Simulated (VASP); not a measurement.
Zn3CdTe4: relaxation of shape and atoms at fixed volume with PBE

Zn3CdTe4:

```
Zn Cd Te
1.0
     4.52607    0.00000    0.00000
     0.00000    9.07100    0.00000
     0.00000    0.00000    6.41728
Zn Cd Te
3 1 4
Direct
  0.00000 0.75796 0.00023
  0.50000 0.00000 0.50137
  0.00000 0.24204 0.00023
  0.50000 0.50000 0.50026
  0.50000 0.76177 0.75940
  0.00000 0.00000 0.25737
  0.50000 0.23823 0.75940
  0.00000 0.50000 0.22172
```

```yaml
Program: VASP 6.6.1
Task: relaxation of shape and atoms at fixed volume
Functional: PBE
Potentials_or_basis: VASP PAW PBE potentials, release 64 (Zn, Cd, Te)
Cutoff: 600 eV
k_mesh: 6 × 4 × 4
Occupations: gaussian, width 0.02 eV
Spin: no spin polarisation
Dipole_correction: no
Further_INCAR_settings: ALGO = Normal; EDIFF = 1e-06; IBRION = 2; EDIFFG = -0.01; NSW = 50; ISIF = 4
```

The energy gained by relaxing is 0.0 meV/atom, the ionic steps are 3 and the pressure after relaxing is -2.0 GPa. The largest force after relaxing is 0.007 eV/Å and the band gap on the k mesh is 0.65 eV.

Forces in eV/Å, atoms in the order of the input:
```
Zn   0.000 -0.001 -0.001
Zn   0.000  0.000  0.001
Zn   0.000  0.001 -0.001
Cd   0.000  0.000 -0.002
Te   0.000 -0.007  0.001
Te   0.000  0.000  0.002
Te   0.000  0.007  0.001
Te   0.000  0.000  0.000
```

Final structure:
```
Zn Cd Te
1.0
     4.52717    0.00000    0.00000
     0.00000    9.07024    0.00000
     0.00000    0.00000    6.41627
Zn Cd Te
3 1 4
Direct
  0.00000 0.75792 0.00022
  0.50000 0.00000 0.50174
  0.00000 0.24208 0.00022
  0.50000 0.50000 0.49994
  0.50000 0.76184 0.75933
  0.00000 0.00000 0.25714
  0.50000 0.23816 0.75933
  0.00000 0.50000 0.22208
```

Levels at points of the mesh, in eV from the valence-band top:
```
           k point  band 33  band 34  band 35  band 36  band 37  band 38  band 39  band 40
(0.00, 0.00, 0.00)    -0.68    -0.05    -0.02     0.00     0.65     2.36     2.55     2.82
(0.50, 0.00, 0.00)    -1.73    -1.70    -0.88    -0.68     2.27     2.51     2.64     2.68
(0.00, 0.50, 0.00)    -0.84    -0.71    -0.26    -0.10     2.09     2.22     2.57     3.01
(0.50, 0.50, 0.00)    -1.65    -1.62    -1.59    -1.37     2.87     3.00     3.10     3.36
(0.00, 0.00, 0.50)    -0.83    -0.76    -0.72    -0.54     1.60     1.65     2.53     2.80
(0.50, 0.00, 0.50)    -0.84    -0.75    -0.73    -0.64     1.56     1.67     3.95     4.08
(0.00, 0.50, 0.50)    -0.99    -0.99    -0.92    -0.59     2.26     2.38     2.43     2.61
(0.50, 0.50, 0.50)    -1.23    -1.22    -1.21    -1.18     3.02     3.03     3.05     3.08
```

It took 7.8 min on 4 MPI ranks on Oxide Virtual Turin-like Processor, on a shared host, peak memory 0.7 GiB a rank.

Caveat: semilocal functionals underestimate gaps, and a narrow one can read as zero; spin-orbit coupling is left out, which moves the levels of the heavy elements.
